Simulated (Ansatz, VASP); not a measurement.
**Rh in VASP and in Ansatz**

```
Rh
1.0
     0.00000    1.90299    1.90299
     1.90299    0.00000    1.90299
     1.90299    1.90299    0.00000
Rh
1
Direct
  0.00000 0.00000 0.00000
```

Alike in both runs: task relaxation of cell and atoms; functional PBE; k mesh 17 × 17 × 17; occupations fermi-dirac, width 1 eV; no spin polarisation.

|  | VASP | Ansatz |
| --- | --- | --- |
| version | VASP 6.6.1 | Ansatz 0.2.0 |
| potentials or method | VASP PAW PBE potentials, release 64 (Rh_pv), cutoff 500 eV | plane-wave PAW DFT |
| valence electrons in the cell | 15 | 17 |

```csv
,VASP,Ansatz,Ansatz less VASP
relaxed volume (Å³/atom),15.99,16.00,+0.013
relaxed cell length with the largest relative difference (Å),2.828,2.828,+0.0008
```

VASP's potentials hold 15 valence electrons a cell and Ansatz's 17, so a difference there can come from the potentials and not from the codes.

Noted on VASP's run: the volume moved by over 15 % at a fixed basis, so the end points are rough.
